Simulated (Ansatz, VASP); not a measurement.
# One calculation of Pd, two programs

File INCAR:

```
  PREC = Accurate
  ENCUT = 520
  EDIFF = 1E-8
  ISMEAR = -1
  SIGMA = 0.05
  LREAL = F
  LASPH = T
  NELM = 60
  ALGO = Normal
  ISIF = 2
  LWAVE = F
  LCHARG = F
  GGA = PS
  LEFG = T
  NBANDS = 11
```

The input KPOINTS:

```
regular mesh
0
Gamma
  18 18 18
```

Contents of POSCAR:

```
Pd
1.0
   -0.0194490000      1.9351755000      1.9351755000
    1.9351755000     -0.0194490000      1.9351755000
    1.9351755000      1.9351755000     -0.0194490000
Pd
1
Direct
    0.0000000000      0.0000000000      0.0000000000
```

Input for Ansatz:

```yaml
crystal:
  lattice:
    - [-0.019449, 1.9351755, 1.9351755]
    - [1.9351755, -0.019449, 1.9351755]
    - [1.9351755, 1.9351755, -0.019449]
  atoms:
    - { symbol: Pd, position: [0.0, 0.0, 0.0] }
kpoints:
  mp_grid: { grid: [18, 18, 18] }
scf:
  occupations: { method: fermi_dirac, width: 0.05 }
hamiltonian:
  xc: pbesol
  pseudopotentials: { kind: all_electron, datasets: crystal }
output:
  forces: true
  stress: true
  eigenvalues: true
  efg: { contact_densities: true }
```

Change from the starting cell: equal xy, yz and zx shear strains of -1 %, crystal datasets.

Alike in both runs: task electric field gradients; functional PBEsol; k mesh 18 × 18 × 18; occupations fermi-dirac, width 0.05 eV; no spin polarisation.

|  | VASP | Ansatz |
| --- | --- | --- |
| version | VASP 6.6.1 | Ansatz 0.2.0 |
| potentials or method | VASP PAW PBE potentials, release 64 (Pd), cutoff 520 eV | all-electron PAW with datasets made for the crystal, scalar-relativistic |

Ansatz gave:

- pressure (GPa): -2.2
- traceless stress, the component that is largest in VASP (GPa): 0.73
- size of Vzz on the site where it differs most (V/Å²): 6.5

Problem. What did VASP give for the same quantities?

Solution. Pressure (GPa): -2.5; traceless stress, the component that is largest in VASP (GPa): 0.74; size of Vzz on the site where it differs most (V/Å²): 3.0.

VASP's potentials were made for PBE, not for PBEsol. Ansatz ran all-electron here, and VASP with PAW potentials.
